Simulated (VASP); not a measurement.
# MgO (Periclase) (Fm-3m) in VASP: notebook

MgO (Periclase) is run at these levels: PBEsol; tasks: single point, relaxation of cell and atoms.

Program: VASP 6.6.1. These are calculated values, not measurements. Logs are shortened: lines on timing, memory, paths and dates and some standing lists are left out, and cuts for length are marked.

**The experiment to reproduce.**

“Electronic structure of alkaline earth and post-transition metal oxides”, 2009, arxiv:0908.1581 quotes, for a bulk crystal of MgO: band gap 7.83 eV.

The results are compared with them further down.

## (1) The cell of the first run

Symmetry: Fm-3m, No. 225, cubic system. Conventional cell: a = 4.122 Å, b = 4.122 Å, c = 4.122 Å, α = 90.00°, β = 90.00°, γ = 90.00°. Mg (site symmetry m-3m) has 6 O at 2.06 Å within 2.7 Å. O (site symmetry m-3m) has 6 Mg at 2.06 Å within 2.7 Å.

## (2) Single point, PBEsol

File INCAR:

```
SYSTEM = MgO
PREC = Accurate
ENCUT = 520
EDIFF = 1E-6
ISMEAR = 0
SIGMA = 0.01
LREAL = .False.
LASPH = .True.
NELM = 80
ALGO = Normal
ISIF = 2
LWAVE = .False.
LCHARG = .False.
GGA = PS
NBANDS = 11
```

File KPOINTS:

```
regular mesh
0
Gamma
  10 10 10
  0 0 0
```

File POSCAR:

```
MgO
1.0
    0.0000000000      2.0609358497      2.0609358497
    2.0609358497      0.0000000000      2.0609358497
    2.0609358497      2.0609358497      0.0000000000
Mg O
1 1
Direct
    0.0000000000      0.0000000000      0.0000000000
    0.5000000000      0.5000000000      0.5000000000
```

Potentials or basis: VASP PAW PBE potentials, release 64 (Mg, O).

Command:

```bash
> cat potpaw_PBE.64/Mg/POTCAR potpaw_PBE.64/O/POTCAR > POTCAR
> mpirun -np 1 vasp_std > vasp.out
```

OUTCAR:

```text
SYSTEM = MgO
   PREC = Accurate
   ENCUT = 520
   EDIFF = 1E-6
   ISMEAR = 0
   LREAL = .False.
   LASPH = .True.
   NELM = 80
   ISIF = 2
   GGA = PS

 ion  position               nearest neighbor table
   1  0.000  0.000  0.000-   2 2.06   2 2.06   2 2.06   2 2.06   2 2.06   2 2.06
   2  0.500  0.500  0.500-   1 2.06   1 2.06   1 2.06   1 2.06   1 2.06   1 2.06

  LATTYP: Found a face centered cubic cell.
 ALAT       =     4.1218716994

  Lattice vectors:

 A1 = (   0.0000000000,   2.0609358497,   2.0609358497)
 A2 = (   2.0609358497,   0.0000000000,   2.0609358497)
 A3 = (   2.0609358497,   2.0609358497,   0.0000000000)

Analysis of symmetry for initial positions (statically):
[... 6 lines left out ...]

 Subroutine GETGRP returns: Found 48 space group operations
 (whereof 48 operations were pure point group operations)
 out of a pool of 48 trial point group operations.

The static configuration has the point symmetry O_h .

Analysis of symmetry for dynamics (positions and initial velocities):
[... 6 lines left out ...]

 Subroutine GETGRP returns: Found 48 space group operations
 (whereof 48 operations were pure point group operations)
 out of a pool of 48 trial point group operations.

The dynamic configuration has the point symmetry O_h .

 Subroutine INISYM returns: Found 48 space group operations
 (whereof 48 operations are pure point group operations),
 and found     1 'primitive' translations

----------------------------------------------------------------------------------------

                                     Primitive cell

  volume of cell :      17.5075

  direct lattice vectors                    reciprocal lattice vectors
     0.000000000  2.060935850  2.060935850    -0.242608231  0.242608231  0.242608231
     2.060935850  0.000000000  2.060935850     0.242608231 -0.242608231  0.242608231
     2.060935850  2.060935850  0.000000000     0.242608231  0.242608231 -0.242608231

  length of vectors
     2.914603430  2.914603430  2.914603430     0.420209782  0.420209782  0.420209782

  position of ions in fractional coordinates (direct lattice)
     0.000000000  0.000000000  0.000000000
     0.500000000  0.500000000  0.500000000

  ion indices of the primitive-cell ions
   primitive index   ion index
                 1           1
                 2           2

----------------------------------------------------------------------------------------

 KPOINTS: regular mesh

[... 67 lines left out ...]
   EDIFF  = 0.1E-05   stopping-criterion for ELM
   LREAL  =      F    real-space projection
   EDIFFG = 0.1E-04   stopping-criterion for IOM
   NSW    =      0    number of steps for IOM
   IBRION =     -1    ionic relax: 0-MD 1-quasi-New 2-CG
   NFREE  =      0    steps in history (QN), initial steepest desc. (CG)
   ISIF   =      2    stress and relaxation
   ISYM   =      2    0-nonsym 1-usesym 2-fastsym
   POTIM  = 0.5000    time-step for ionic-motion
   TEBEG  =    0.0;   TEEND  =   0.0 temperature during run
   PSTRESS=    0.0 pullay stress
   NELECT =       8.0000    total number of electrons
   NUPDOWN=      -1.0000    fix difference up-down
   EMIN   =  10.00;   EMAX   =-10.00  energy-range for DOS
   EFERMI =   0.00;   METHOD = LEGACY
   ISMEAR =     0;   SIGMA  =   0.01  broadening in eV -4-tet -1-fermi 0-gaus
   EFERMI_NEDOS =   21; number of points for ismear=-14 and -15
   IALGO  =     38    algorithm
   IMIX   =      4    mixing-type and parameters
     AMIX     =   0.40;   BMIX     =  1.00
     AMIX_MAG =   1.60;   BMIX_MAG =  1.00
  volume/ion in A,a.u.               =       8.75        59.07
  Fermi-wavevector in a.u.,A,eV,Ry     =   1.260948  2.382845 21.633110  1.589989
  Thomas-Fermi vector in A             =   2.394431
   LORBIT       =      0    0 simple, 1 ext, 2 COOP (PROOUT), +10 PAW based schemes
   GGA     = PS    functional components
   LHFCALC =     F    Hartree Fock is set to
   AEXX    =    0.0000 exact exchange contribution
   IVDW    =     0    specifies the selected vdW correction
   LEPSILON=     F    determine dielectric tensor
   LRPA    =     F    only Hartree local field effects (RPA)
 non-spin polarized calculation
 Gauss-broadening in eV      SIGMA  =   0.01
  energy-cutoff  :      520.00
  volume of cell :       17.51
 maximum number of plane-waves:       495
 NGX is ok and might be reduce to    24
   NGX = 11   NGY = 11   NGZ = 11

 number of electron       7.9999997 magnetization

 Free energy of the ion-electron system (eV)
  ---------------------------------------------------
  ext. energy  EPLUGINS =         0.00000000
  ---------------------------------------------------
  free energy    TOTEN  =       -12.47162270 eV

  energy without entropy =      -12.47162270  energy(sigma->0) =      -12.47162270

 E-fermi :   3.7214     XC(G=0): -11.6286

 val. band max:        3.5726783649   @ k =   0.0000   0.0000   0.0000
 cond. band min:       8.8609614614   @ k =   0.0000   0.0000   0.0000
 fundamental gap:      5.2882830965
 Fermi energy:         3.7213988013

 k-point     1 :       0.0000    0.0000    0.0000
  band No.  band energies     occupation
      1     -13.9829      2.00000
      2       3.5727      2.00000
      3       3.5727      2.00000
      4       3.5727      2.00000
      5       8.8610      0.00000
      6      19.5623      0.00000
      7      19.5623      0.00000
      8      19.5623      0.00000
      9      23.5797      0.00000
     10      25.5428      0.00000
     11      25.5428      0.00000
[... 309 lines left out ...]
 k-point    24 :       0.4000    0.3000    0.0000
  band No.  band energies     occupation
      1     -12.5610      2.00000
      2      -0.2737      2.00000
      3       2.1515      2.00000
      4       2.3925      2.00000
      5      13.4828      0.00000
      6      13.9839      0.00000
      7      17.7532      0.00000
      8      22.4797      0.00000
      9      22.6970      0.00000
     10      29.1383      0.00000
     11      31.7969      0.00000

 [... further k-points ...]
[... 5 lines left out ...]
  --------------------------------------------------------------------------------------
  -------------------------------------------------------------------------------------
  Total        1.2687197      1.2687197      1.2687197     -0.0000000      0.0000000      0.0000000
  in kB      116.1055177    116.1055177    116.1055177     -0.0000000      0.0000000      0.0000000
  external PRESSURE =     116.1055177 kB  Pullay stress =       0.0000000 kB

 VOLUME and BASIS-vectors are now :
 -----------------------------------------------------------------------------
  energy-cutoff  :      520.00
  volume of cell :       17.51
      direct lattice vectors                 reciprocal lattice vectors
     0.000000000  2.060935850  2.060935850    -0.242608231  0.242608231  0.242608231
     2.060935850  0.000000000  2.060935850     0.242608231 -0.242608231  0.242608231
     2.060935850  2.060935850  0.000000000     0.242608231  0.242608231 -0.242608231

 POSITION                                       TOTAL-FORCE (eV/Angst)
 -----------------------------------------------------------------------------------
      0.00000      0.00000      0.00000         0.000000      0.000000      0.000000
      2.06094      2.06094      2.06094        -0.000000     -0.000000      0.000000
 -----------------------------------------------------------------------------------
    total drift:                               -0.000000     -0.000000      0.000000

  FREE ENERGIE OF THE ION-ELECTRON SYSTEM (eV)
  ---------------------------------------------------
  free  energy   TOTEN  =       -12.4716227042 eV

  energy  without entropy=      -12.4716227042  energy(sigma->0) =      -12.47162270
```

OSZICAR:

```text
N       E                     dE             d eps       ncg     rms          rms(c)
DAV:   1     0.149294159485E+02    0.14929E+02   -0.46965E+03  1186   0.650E+02
DAV:   2    -0.132853595786E+02   -0.28215E+02   -0.27254E+02  1194   0.138E+02
DAV:   3    -0.138785294528E+02   -0.59317E+00   -0.59257E+00  1226   0.172E+01
DAV:   4    -0.138797384815E+02   -0.12090E-02   -0.12090E-02  1142   0.917E-01
DAV:   5    -0.138797419984E+02   -0.35169E-05   -0.35169E-05  1184   0.482E-02    0.675E+00
DAV:   6    -0.125053442468E+02    0.13744E+01   -0.73017E+00  1070   0.151E+01    0.209E+00
DAV:   7    -0.124846203085E+02    0.20724E-01   -0.46760E-02  1151   0.194E+00    0.129E+00
DAV:   8    -0.124719272845E+02    0.12693E-01   -0.19274E-02  1094   0.162E+00    0.200E-01
DAV:   9    -0.124716797677E+02    0.24752E-03   -0.33595E-04  1196   0.127E-01    0.123E-01
DAV:  10    -0.124716208321E+02    0.58936E-04   -0.39581E-04  1163   0.143E-01    0.365E-03
DAV:  11    -0.124716224725E+02   -0.16404E-05   -0.25173E-06  1139   0.127E-02    0.323E-03
DAV:  12    -0.124716227042E+02   -0.23174E-06   -0.11427E-07   601   0.288E-03
   1 F= -.12471623E+02 E0= -.12471623E+02  d E =-.148642-100
```

stdout:

```text
POSCAR found type information on POSCAR MgO
 POSCAR found :  2 types and       2 ions
 scaLAPACK will be used
 -----------------------------------------------------------------------------
|                                                                             |
|                                                                             |
|     You enforced a specific xc type in the INCAR file but a different       |
|     I HOPE YOU KNOW WHAT YOU ARE DOING!                                     |
|                                                                             |
 -----------------------------------------------------------------------------

 LDA part: xc-table for (Slater+PW92), standard interpolation
 POSCAR, INCAR and KPOINTS ok, starting setup
 FFT: planning ... GRIDC
 FFT: planning ... GRID_SOFT
 FFT: planning ... GRID
 WAVECAR not read
 entering main loop
```

Run time: 8.3 s. Hardware: 1 thread of Intel Xeon Platinum 8259CL at 2.50GHz (Skylake/Cascade Lake), shared host; peak memory 0.14 GiB.

Results:

```
Free energy            : -12.4716 eV
Pressure               : 11.6 GPa
Band gap on the k mesh : 5.29 eV, direct
```

Levels at points of the mesh, in eV from the valence-band top:
```csv
k point,band 1,band 2,band 3,band 4,band 5,band 6,band 7,band 8,band 9
"(0.00, 0.00, 0.00)",-17.56,0.00,0.00,0.00,5.29,15.99,15.99,15.99,20.01
"(0.50, 0.00, 0.00)",-16.07,-4.98,-0.74,-0.74,8.16,13.24,16.85,16.85,21.76
"(0.50, 0.50, 0.00)",-15.78,-4.42,-1.46,-1.46,8.98,10.59,13.67,19.85,19.85
```

Caveat: the PAW data sets were made with another functional, which shifts forces and pressure a little. A hybrid or GW would open this gap; PBEsol tends to underestimate it.

## (3) Relaxation of cell and atoms, PBEsol, target pressure 12 GPa, at which the enthalpy is minimised

File INCAR:

```
ALGO = Normal
EDIFF = 1E-7
EDIFFG = -0.002
ENCUT = 600
GGA = PS
IBRION = 2
ISIF = 3
ISMEAR = 0
LASPH = T
LCHARG = F
LREAL = F
LWAVE = F
NELM = 60
NSW = 80
PREC = Accurate
PSTRESS = 120.0
SIGMA = 0.01
```

File KPOINTS:

```
k-points
0
Gamma
  10 10 10
```

POSCAR is that of step 2.

Potentials or basis: VASP PAW PBE potentials, release 64 (Mg, O).

Command:

```bash
> cat potpaw_PBE.64/Mg/POTCAR potpaw_PBE.64/O/POTCAR > POTCAR
> mpirun -np 1 vasp_std > vasp.out
```

OUTCAR:

```text
EDIFF = 1E-7
   EDIFFG = -0.002
   ENCUT = 600
   GGA = PS
   IBRION = 2
   ISIF = 3
   ISMEAR = 0
   LASPH = T
   LREAL = F
   NELM = 60
   NSW = 80
   PREC = Accurate
   PSTRESS = 120.0

 ion  position               nearest neighbor table
   1  0.000  0.000  0.000-   2 2.06   2 2.06   2 2.06   2 2.06   2 2.06   2 2.06
   2  0.500  0.500  0.500-   1 2.06   1 2.06   1 2.06   1 2.06   1 2.06   1 2.06

  LATTYP: Found a face centered cubic cell.
 ALAT       =     4.1218716994

  Lattice vectors:

 A1 = (   0.0000000000,   2.0609358497,   2.0609358497)
 A2 = (   2.0609358497,   0.0000000000,   2.0609358497)
 A3 = (   2.0609358497,   2.0609358497,   0.0000000000)

Analysis of symmetry for initial positions (statically):
[... 6 lines left out ...]

[... 247 lines left out ...]
  ext. energy  EPLUGINS =         0.00000000
  ---------------------------------------------------
  free energy    TOTEN  =       -12.47114076 eV

  energy without entropy =      -12.47114076  energy(sigma->0) =      -12.47114076

 E-fermi :   3.6916     XC(G=0): -11.6430

 val. band max:        3.5947919629   @ k =   0.0000   0.0000   0.0000
 cond. band min:       8.9155704177   @ k =   0.0000   0.0000   0.0000
 fundamental gap:      5.3207784548
 Fermi energy:         3.6916051092

 k-point     1 :       0.0000    0.0000    0.0000
  band No.  band energies     occupation
      1     -13.9777      2.00000
      2       3.5948      2.00000
      3       3.5948      2.00000
      4       3.5948      2.00000
      5       8.9156      0.00000
      6      19.6036      0.00000
      7      19.6036      0.00000
      8      19.6036      0.00000
[... 243 lines left out ...]
 k-point    24 :       0.4000    0.3000    0.0000
  band No.  band energies     occupation
      1     -12.5483      2.00000
      2      -0.2618      2.00000
      3       2.1689      2.00000
      4       2.4107      2.00000
      5      13.5194      0.00000
      6      14.0344      0.00000
      7      17.8096      0.00000
      8      22.5422      0.00000

 [... further k-points ...]
[... 5 lines left out ...]
  --------------------------------------------------------------------------------------
  -------------------------------------------------------------------------------------
  Total        1.3077294      1.3077294      1.3077294     -0.0000000      0.0000000     -0.0000000
  in kB      120.0346976    120.0346976    120.0346976     -0.0000000      0.0000000     -0.0000000
  external PRESSURE =       0.0346976 kB  Pullay stress =     120.0000000 kB
[... 21 lines left out ...]
  energy  without entropy=      -12.4711407606  energy(sigma->0) =      -12.47114076

  enthalpy is  TOTEN    =       -11.1637893837 eV   P V=        1.3073513768

 reached required accuracy - stopping structural energy minimisation
```

OSZICAR:

```text
N       E                     dE             d eps       ncg     rms          rms(c)
DAV:   1     0.167103589648E+02    0.16710E+02   -0.51826E+03   832   0.998E+02
DAV:   2    -0.134735014500E+02   -0.30184E+02   -0.29492E+02   872   0.156E+02
DAV:   3    -0.138808957591E+02   -0.40739E+00   -0.40739E+00   984   0.207E+01
[... 20 lines left out ...]
DAV:   2    -0.124711424629E+02    0.19077E-03   -0.12746E-03   768   0.270E-01    0.105E-02
DAV:   3    -0.124711420596E+02    0.40326E-06   -0.84306E-06   864   0.384E-02    0.618E-03
DAV:   4    -0.124711408733E+02    0.11864E-05   -0.92023E-07   800   0.103E-02    0.125E-03
DAV:   5    -0.124711407539E+02    0.11935E-06   -0.91214E-08   432   0.245E-03    0.314E-04
DAV:   6    -0.124711407606E+02   -0.66724E-08   -0.30188E-09   424   0.602E-04
   3 F= -.11163789E+02 E0= -.11163789E+02  d E =-.101819E-03
```

It took 14 s on 1 thread of Intel Xeon Platinum 8259CL at 2.50GHz (Skylake/Cascade Lake), shared host; peak memory 0.15 GiB.

What came out:

| Item | Value |
| --- | --- |
| Free energy | -12.4711 eV |
| Relaxed volume | 8.73 Å³/atom |
| Relaxed cell | a = 2.912 Å, b = 2.912 Å, c = 2.912 Å, α = 60.00°, β = 60.00°, γ = 60.00° |
| Space group after relaxing (to 0.05 Å) | Fm-3m (No. 225) |
| Energy change on relaxing (the enthalpy is what falls) | +1.9 meV/atom |
| Ionic steps | 3 |
| Pressure after relaxing | 12.0 GPa |
| Band gap on the k mesh | 5.32 eV, direct |

The path:
```tsv
step	energy change (eV)	largest force (eV/Å)	pressure (GPa)	volume (Å³)
1	0.0000	0.0000	11.38	17.51
2	0.0064	0.0000	12.41	17.42
3	0.0038	0.0000	12.00	17.46
```

Final structure:
```cif
data_structure
_symmetry_space_group_name_H-M 'P 1'
_symmetry_Int_Tables_number 1
_cell_length_a 2.9117
_cell_length_b 2.9117
_cell_length_c 2.9117
_cell_angle_alpha 60.000
_cell_angle_beta 60.000
_cell_angle_gamma 60.000
_cell_volume 17.46
loop_
_atom_site_label
_atom_site_type_symbol
_atom_site_fract_x
_atom_site_fract_y
_atom_site_fract_z
_atom_site_occupancy
Mg1 Mg 0.00000 0.00000 0.00000 1
O1 O 0.50000 0.50000 0.50000 1
```

Levels at points of the mesh, in eV from the valence-band top:
| k point | band 1 | band 2 | band 3 | band 4 | band 5 | band 6 | band 7 | band 8 |
| --- | --- | --- | --- | --- | --- | --- | --- | --- |
| (0.00, 0.00, 0.00) | -17.57 | 0.00 | 0.00 | 0.00 | 5.32 | 16.01 | 16.01 | 16.01 |
| (0.50, 0.00, 0.00) | -16.08 | -4.99 | -0.74 | -0.74 | 8.18 | 13.28 | 16.88 | 16.88 |
| (0.50, 0.50, 0.00) | -15.79 | -4.43 | -1.46 | -1.46 | 8.99 | 10.63 | 13.71 | 19.90 |

Caveat: the cell is relaxed towards a set pressure, so the enthalpy falls and the energy may rise; the PAW data sets were made with another functional, which shifts forces and pressure a little.

[end of part 1 of 2]
